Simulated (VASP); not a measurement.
Input of a VASP 6.6.1 run:

The input INCAR:

```
SYSTEM = GeB4P
ALGO = Normal
EDIFF = 1E-6
ENCUT = 520
GGA = PE
ISIF = 2
ISMEAR = 0
LASPH = .TRUE.
LCHARG = .FALSE.
LREAL = .FALSE.
LWAVE = .FALSE.
NBANDS = 24
NELM = 80
PREC = Accurate
SIGMA = 0.1
```

Contents of KPOINTS:

```
k-points
0
G
  12 12 6
  0 0 0
```

POSCAR

```
GeB4P
1.0
    3.0198392400     -0.0000000028      0.0000000000
   -1.5099196176      2.6152574985      0.0000000000
    0.0000000000      0.0000000000      7.6610536801
Ge B P
1 4 1
Direct
    0.0000000000      0.0000000000      0.0000000000
    0.3333333333      0.6666666667      0.7259762643
    0.3333333333      0.6666666667      0.2740237357
    0.6666666667      0.3333333333      0.7259762643
    0.6666666667      0.3333333333      0.2740237357
    0.0000000000      0.0000000000      0.5000000000
```

Potentials or basis: VASP PAW PBE potentials, release 64 (Ge_d, B, P).

The run is started by

```sh
$ cat potpaw_PBE.64/Ge_d/POTCAR potpaw_PBE.64/B/POTCAR potpaw_PBE.64/P/POTCAR > POTCAR
$ mpirun -np 1 vasp_std > vasp.out
```

Task: What does it give for the band gap on the k mesh?

Result: Zero (an odd number of electrons rules out a gap without spin polarisation).

Task: Estimate the pressure.

Result: 0.0 GPa.

Task: What does it give for the largest force?

Result: 0.005 eV/Å.

Forces in eV/Å, atoms in the order of the input:
```
Ge   0.000  0.000  0.000
B    0.000  0.000 -0.005
B    0.000  0.000  0.005
B    0.000  0.000 -0.005
B    0.000  0.000  0.005
P    0.000  0.000  0.000
```

Caveat: an odd number of electrons without spin polarisation forces a metal; a magnetic or distorted state may lie lower.
